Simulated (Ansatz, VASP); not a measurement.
**CdS in VASP and in Ansatz**

INCAR

```
PREC     = Accurate       # precision mode
ENCUT    = 520            # plane-wave cutoff, eV
EDIFF    = 1E-6           # SCF threshold, eV
ISMEAR   = -1             # smearing method
SIGMA    = 0.01           # smearing width, eV
LREAL    = F              # projectors in reciprocal space
LASPH    = T              # aspherical terms in the spheres
NELM     = 100            # most SCF steps
ALGO     = Normal         # electronic algorithm
ISIF     = 2              # what is computed and relaxed
LWAVE    = F              # write WAVECAR
LCHARG   = F              # write CHGCAR
GGA      = PE             # functional
NBANDS   = 16             # bands
```

File KPOINTS:

```
regular mesh
0
Gamma
  6 6 6
```

The input POSCAR:

```
CdS
1.0
    0.0000000000      2.9100000000      2.9100000000
    2.9100000000      0.0000000000      2.9100000000
    2.9100000000      2.9100000000      0.0000000000
Cd S
1 1
Direct
    0.0000000000      0.0000000000      0.0000000000
    0.7500000000      0.7500000000      0.7500000000
```

Input for Ansatz:

```yaml
crystal:
  lattice:
    - [0.0, 2.91, 2.91]
    - [2.91, 0.0, 2.91]
    - [2.91, 2.91, 0.0]
  atoms:
    - { symbol: Cd, position: [0.0, 0.0, 0.0] }
    - { symbol: S, position: [0.75, 0.75, 0.75] }
kpoints:
  mp_grid: { grid: [6, 6, 6] }
scf:
  occupations: { method: fermi_dirac, width: 0.01 }
hamiltonian:
  xc: pbe
  pseudopotentials: { kind: all_electron, lapw: { basis_error: 0.001 } }
output:
  forces: true
  stress: true
  eigenvalues: true
```

Alike in both runs: task single point; functional PBE; k mesh 6 × 6 × 6; occupations fermi-dirac, width 0.01 eV; no spin polarisation.

|  | VASP | Ansatz |
| --- | --- | --- |
| version | VASP 6.6.1 | Ansatz 0.2.0 |
| potentials or method | VASP PAW PBE potentials, release 64 (Cd, S), cutoff 520 eV | all-electron LAPW, scalar-relativistic |

|  | VASP | Ansatz | Ansatz less VASP |
| --- | --- | --- | --- |
| gap on the k mesh at the Fermi level (eV) | 1.16 | 1.16 | -0.005 |
| pressure (GPa) | 3.7 | 3.3 | -0.34 |

Ansatz ran all-electron here, and VASP with PAW potentials.
